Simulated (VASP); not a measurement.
# Ti5C (P6mm) in VASP: a series of runs

Runs on Ti5C. Level: PBE. Tasks: single point, relaxation of cell and atoms.

Everything below comes from runs of VASP 6.6.1. Logs are shortened: lines on timing, memory, paths and dates and some standing lists are left out, and cuts for length are marked.

**1. The cell of the first run**

The structure is hexagonal, space group P6mm (No. 183). The conventional cell has a = 4.455 Å, b = 4.455 Å, c = 5.820 Å, α = 90.00°, β = 90.00°, γ = 120.00°. Ti (site symmetry 3m) has 9 Ti at 2.57 to 3.35 Å and 3 C at 3.07 Å within 3.4 Å. Within 2.9 Å of Ti (site symmetry 2mm) lie 4 Ti at 2.23 Å and 2 C at 2.64 Å. C (site symmetry 6mm) has 12 Ti at 2.64 to 3.07 Å within 3.5 Å.

The cell was built from a structure type or drawn by symmetry, and may not be a known phase.

**2. Single point, PBE**

Input file INCAR:

```
SYSTEM = Ti5C
  PREC = Accurate
  ENCUT = 520
  EDIFF = 1E-7
  ISMEAR = 0
  SIGMA = 0.1
  LREAL = .FALSE.
  LASPH = .TRUE.
  NELM = 60
  ALGO = Normal
  ISIF = 2
  LWAVE = .FALSE.
  LCHARG = .FALSE.
  GGA = PE
  NBANDS = 41
```

Input file KPOINTS:

```
regular mesh
0
G
  6 6 4
  0 0 0
```

Input file POSCAR:

```
Ti5C
1.0
    4.4554616600      0.0000000000      0.0000000000
   -2.2277308300      3.8585429800      0.0000000000
    0.0000000000      0.0000000000      5.8199359100
Ti C
5 1
Direct
    0.3333333300      0.6666666700      0.2616933100
    0.6666666700      0.3333333300      0.2616933100
    0.5000000000      0.0000000000      0.7926523200
    0.0000000000      0.5000000000      0.7926523200
    0.5000000000      0.5000000000      0.7926523200
    0.0000000000      0.0000000000      0.5481461600
```

Potentials or basis: VASP PAW PBE potentials, release 64 (Ti_sv, C).

Command:

```sh
> cat potpaw_PBE.64/Ti_sv/POTCAR potpaw_PBE.64/C/POTCAR > POTCAR
> mpirun -np 1 vasp_std > vasp.out
```

OUTCAR:

```text
SYSTEM = Ti5C
   PREC = Accurate
   ENCUT = 520
   EDIFF = 1E-7
   ISMEAR = 0
   LREAL = .FALSE.
   LASPH = .TRUE.
   NELM = 60
   ISIF = 2
   GGA = PE

 ion  position               nearest neighbor table
   1  0.333  0.667  0.262-   2 2.57   2 2.57   2 2.57
   2  0.667  0.333  0.262-   1 2.57   1 2.57   1 2.57
   3  0.500  0.000  0.793-   4 2.23   5 2.23   5 2.23   4 2.23
   4  0.000  0.500  0.793-   3 2.23   3 2.23   5 2.23   5 2.23
   5  0.500  0.500  0.793-   3 2.23   3 2.23   4 2.23   4 2.23
   6  0.000  0.000  0.548-

  LATTYP: Found a hexagonal cell.
 ALAT       =     4.4554616600
 C/A-ratio  =     1.3062475573

  Lattice vectors:

 A1 = (   4.4554616600,   0.0000000000,   0.0000000000)
 A2 = (  -2.2277308300,   3.8585429800,   0.0000000000)
 A3 = (   0.0000000000,   0.0000000000,   5.8199359100)

Analysis of symmetry for initial positions (statically):
=====================================================================
 Subroutine PRICEL returns:
 Original cell was already a primitive cell.

 Routine SETGRP: Setting up the symmetry group for a
 hexagonal supercell.

 Subroutine GETGRP returns: Found 12 space group operations
 (whereof 12 operations were pure point group operations)
 out of a pool of 24 trial point group operations.

The static configuration has the point symmetry C_6v.

Analysis of symmetry for dynamics (positions and initial velocities):
=====================================================================
 Subroutine PRICEL returns:
 Original cell was already a primitive cell.

 Routine SETGRP: Setting up the symmetry group for a
 hexagonal supercell.

 Subroutine GETGRP returns: Found 12 space group operations
 (whereof 12 operations were pure point group operations)
 out of a pool of 24 trial point group operations.

The dynamic configuration has the point symmetry C_6v.

 Subroutine INISYM returns: Found 12 space group operations
 (whereof 12 operations are pure point group operations),
 and found     1 'primitive' translations

----------------------------------------------------------------------------------------

                                     Primitive cell

[... 91 lines left out ...]
   LASPH  =      T    aspherical Exc in radial PAW
   ENCUT  =  520.0 eV  38.22 Ry    6.18 a.u.   8.28  8.28 10.82*2*pi/ulx,y,z
   NELM   =     60;   NELMIN=  2; NELMDL= -5     # of ELM steps
   EDIFF  = 0.1E-06   stopping-criterion for ELM
   LREAL  =      F    real-space projection
   EDIFFG = 0.1E-05   stopping-criterion for IOM
   NSW    =      0    number of steps for IOM
   IBRION =     -1    ionic relax: 0-MD 1-quasi-New 2-CG
   NFREE  =      0    steps in history (QN), initial steepest desc. (CG)
   ISIF   =      2    stress and relaxation
   ISYM   =      2    0-nonsym 1-usesym 2-fastsym
   POTIM  = 0.5000    time-step for ionic-motion
   TEBEG  =    0.0;   TEEND  =   0.0 temperature during run
   PSTRESS=    0.0 pullay stress
   NELECT =      64.0000    total number of electrons
   NUPDOWN=      -1.0000    fix difference up-down
   EMIN   =  10.00;   EMAX   =-10.00  energy-range for DOS
   EFERMI =   0.00;   METHOD = LEGACY
   ISMEAR =     0;   SIGMA  =   0.10  broadening in eV -4-tet -1-fermi 0-gaus
   EFERMI_NEDOS =   21; number of points for ismear=-14 and -15
   IALGO  =     38    algorithm
   IMIX   =      4    mixing-type and parameters
     AMIX     =   0.40;   BMIX     =  1.00
     AMIX_MAG =   1.60;   BMIX_MAG =  1.00
  volume/ion in A,a.u.               =      16.68       112.53
  Fermi-wavevector in a.u.,A,eV,Ry     =   1.410555  2.665563 27.071047  1.989666
  Thomas-Fermi vector in A             =   2.532497
   LORBIT       =      0    0 simple, 1 ext, 2 COOP (PROOUT), +10 PAW based schemes
   GGA     = PE    functional components
   LHFCALC =     F    Hartree Fock is set to
   AEXX    =    0.0000 exact exchange contribution
   IVDW    =     0    specifies the selected vdW correction
   LEPSILON=     F    determine dielectric tensor
   LRPA    =     F    only Hartree local field effects (RPA)
 non-spin polarized calculation
 Gauss-broadening in eV      SIGMA  =   0.10
  energy-cutoff  :      520.00
  volume of cell :      100.05
 maximum number of plane-waves:      2722
 NGX is ok and might be reduce to    36
   NGX = 17   NGY = 17   NGZ = 21

 number of electron      64.0000012 magnetization

 Free energy of the ion-electron system (eV)
  ---------------------------------------------------
  ext. energy  EPLUGINS =         0.00000000
  ---------------------------------------------------
  free energy    TOTEN  =       -39.54078603 eV

  energy without entropy =      -39.47773274  energy(sigma->0) =      -39.50925939

 E-fermi :   7.1252     XC(G=0): -11.0198

 val. band max:        7.0994301443   @ k =   0.5000   0.0000   0.5000
 cond. band min:       7.1267400747   @ k =   0.5000   0.0000   0.0000
 fundamental gap:      0.0273099304
 Fermi energy:         7.1252418082

 k-point     1 :       0.0000    0.0000    0.0000
  band No.  band energies     occupation
      1     -49.5656      2.00000
      2     -49.4625      2.00000
      3     -49.3264      2.00000
      4     -48.5091      2.00000
      5     -48.5091      2.00000
      6     -27.6409      2.00000
[... 913 lines left out ...]
     40       9.6022      0.00000
     41       9.6724      0.00000

------------------------ aborting loop because EDIFF is reached ----------------------------------------

  FORCE on cell =-STRESS in cart. coord.  units (eV):
  Direction    XX          YY          ZZ          XY          YZ          ZX
  --------------------------------------------------------------------------------------
  -------------------------------------------------------------------------------------
  Total        8.1424074      8.1424074    -11.4081833      0.0000000      0.0000000      0.0000000
  in kB      130.3854580    130.3854578   -182.6807628      0.0000000      0.0000000      0.0000000
  external PRESSURE =      26.0300510 kB  Pullay stress =       0.0000000 kB

 VOLUME and BASIS-vectors are now :
 -----------------------------------------------------------------------------
  energy-cutoff  :      520.00
  volume of cell :      100.05
      direct lattice vectors                 reciprocal lattice vectors
     4.455461660  0.000000000  0.000000000     0.224443633  0.129582592  0.000000000
    -2.227730830  3.858542980  0.000000000     0.000000000  0.259165184  0.000000000
     0.000000000  0.000000000  5.819935910     0.000000000  0.000000000  0.171823198

 POSITION                                       TOTAL-FORCE (eV/Angst)
 -----------------------------------------------------------------------------------
     -0.00000      2.57236      1.52304        -0.000000      0.000000      0.960006
      2.22773      1.28618      1.52304         0.000000     -0.000000      0.960006
      2.22773      0.00000      4.61319         0.000000     -0.000000     -1.148120
     -1.11387      1.92927      4.61319         0.000000      0.000000     -1.148120
      1.11387      1.92927      4.61319         0.000000     -0.000000     -1.148120
      0.00000      0.00000      3.19018         0.000000      0.000000      1.524348
 -----------------------------------------------------------------------------------
    total drift:                               -0.000000     -0.000000      0.000010

  FREE ENERGIE OF THE ION-ELECTRON SYSTEM (eV)
  ---------------------------------------------------
  free  energy   TOTEN  =       -39.5407860286 eV

  energy  without entropy=      -39.4777327443  energy(sigma->0) =      -39.50925939
```

Wall time 91 s (1 thread of AMD EPYC 9R45 (Zen 5), shared host); peak memory 0.22 GiB.

Results:

- Free energy: -39.5408 eV
- Pressure: 2.6 GPa
- Largest force: 1.524 eV/Å
- Band gap on the k mesh: zero (bands 32 and 33 overlap by 0.23 eV)

Forces on the atoms (eV/Å):
```
Ti   0.000  0.000  0.960
Ti   0.000  0.000  0.960
Ti   0.000  0.000 -1.148
Ti   0.000  0.000 -1.148
Ti   0.000  0.000 -1.148
C    0.000  0.000  1.524
```

Levels at points of the mesh, in eV from the Fermi level:
```tsv
k point	band 29	band 30	band 31	band 32	band 33	band 34	band 35	band 36
(0.00, 0.00, 0.00)	-1.41	-0.96	0.13	0.13	0.16	0.16	0.51	0.51
(0.50, 0.00, 0.00)	-1.03	-0.66	-0.19	0.00	0.19	0.33	1.26	1.32
(0.00, 0.00, 0.50)	-1.45	-0.45	-0.26	-0.26	0.32	0.74	0.74	1.04
(0.50, 0.00, 0.50)	-0.73	-0.38	-0.34	-0.10	-0.03	0.55	1.45	1.64
```

Caveat: forces of over 1 eV/Å act on the atoms, so gaps and moduli don't describe the material at rest.

**3. Relaxation of cell and atoms, PBE**

Input file INCAR:

```
PREC = Accurate
ENCUT = 600
EDIFF = 1E-6
ISMEAR = 0
SIGMA = 0.1
LREAL = False
LASPH = True
NELM = 80
ALGO = Normal
ISIF = 3
LWAVE = False
LCHARG = False
GGA = PE
IBRION = 2
NSW = 90
EDIFFG = -0.04
```

Input file KPOINTS:

```
regular mesh
0
Gamma
  6 6 4
```

POSCAR is that of step 2.

Potentials or basis: VASP PAW PBE potentials, release 64 (Ti_sv, C).

Command:

```sh
> cat potpaw_PBE.64/Ti_sv/POTCAR potpaw_PBE.64/C/POTCAR > POTCAR
> mpirun -np 1 vasp_std > vasp.out
```

Wall time 18 min (1 thread of AMD EPYC 9R45 (Zen 5), shared host); peak memory 0.26 GiB.

Results (log left out):

- Free energy: -42.1974 eV
- Relaxed volume: 17.93 Å³/atom
- Relaxed cell: a = 4.912 Å, b = 4.912 Å, c = 5.149 Å, α = 90.00°, β = 90.00°, γ = 120.00°
- Space group after relaxing (to 0.1 Å): P6/mmm (No. 191)
- Energy gained by relaxing: 442.9 meV/atom
- Ionic steps: 17
- Pressure after relaxing: -0.1 GPa
- Largest force after relaxing: 0.033 eV/Å
- Band gap on the k mesh: zero (bands 32 and 33 overlap by 0.35 eV)

Forces on the atoms (eV/Å):
```
Ti   0.000  0.000 -0.026
Ti   0.000  0.000 -0.026
Ti   0.000  0.000  0.006
Ti   0.000  0.000  0.006
Ti   0.000  0.000  0.006
C    0.000  0.000  0.033
```

Stress tensor (GPa, compression positive):
```
-0.07  0.00  0.00
 0.00 -0.07  0.00
 0.00  0.00 -0.16
```

Step by step:
| step | energy change (eV) | largest force (eV/Å) | pressure (GPa) | volume (Å³) |
| --- | --- | --- | --- | --- |
| 1 | 0.0000 | 1.5237 | 2.61 | 100.05 |
| 2 | -1.5426 | 1.4732 | -1.31 | 103.17 |
| 3 | -1.6824 | 1.4727 | -1.33 | 103.87 |
| 4 | -1.6906 | 1.4710 | -1.25 | 104.03 |
| 5 | -1.9273 | 1.3027 | 0.46 | 102.31 |
| 6 | -2.0464 | 0.8659 | 4.12 | 100.06 |
| 7 | -2.2039 | 0.8182 | 1.51 | 104.07 |
| 8 | -2.3039 | 0.7511 | -2.37 | 112.03 |
| 9 | -2.4160 | 0.5384 | -1.43 | 111.57 |
| 10 | -2.4833 | 0.3970 | -0.43 | 110.53 |
| 11 | -2.4976 | 0.4176 | -0.55 | 110.88 |
| 12 | -2.6023 | 0.2866 | -0.36 | 109.18 |
| 13 | -2.6175 | 0.2106 | -0.09 | 108.22 |
| 14 | -2.6331 | 0.1637 | 0.03 | 107.81 |
| 15 | -2.6546 | 0.0518 | 0.73 | 106.62 |
| 16 | -2.6478 | 0.0442 | -1.53 | 109.48 |
| 17 | -2.6575 | 0.0329 | -0.10 | 107.61 |

Final structure:
```cif
data_structure
_symmetry_space_group_name_H-M 'P 1'
_symmetry_Int_Tables_number 1
_cell_length_a 4.9123
_cell_length_b 4.9123
_cell_length_c 5.1491
_cell_angle_alpha 90.000
_cell_angle_beta 90.000
_cell_angle_gamma 120.000
_cell_volume 107.61
loop_
_atom_site_label
_atom_site_type_symbol
_atom_site_fract_x
_atom_site_fract_y
_atom_site_fract_z
_atom_site_occupancy
Ti1 Ti 0.33333 0.66667 0.24374 1
Ti2 Ti 0.66667 0.33333 0.24374 1
Ti3 Ti 0.50000 0.00000 0.74099 1
Ti4 Ti 0.00000 0.50000 0.74099 1
Ti5 Ti 0.50000 0.50000 0.74099 1
C1 C 0.00000 0.00000 0.73905 1
```

Levels at points of the mesh, in eV from the Fermi level:
| k point | band 28 | band 29 | band 30 | band 31 | band 32 | band 33 | band 34 | band 35 | band 36 | band 37 |
| --- | --- | --- | --- | --- | --- | --- | --- | --- | --- | --- |
| (0.00, 0.00, 0.00) | -0.90 | -0.90 | -0.33 | -0.33 | -0.06 | -0.06 | 0.26 | 0.28 | 0.28 | 0.65 |
| (0.50, 0.00, 0.00) | -0.84 | -0.49 | -0.26 | -0.26 | 0.03 | 0.28 | 0.30 | 1.05 | 1.16 | 1.16 |
| (0.00, 0.00, 0.50) | -0.91 | -0.54 | -0.54 | -0.54 | -0.24 | -0.24 | 0.16 | 0.56 | 0.56 | 1.34 |
| (0.50, 0.00, 0.50) | -0.98 | -0.50 | -0.28 | -0.18 | -0.13 | 0.02 | 0.39 | 0.80 | 0.81 | 1.04 |
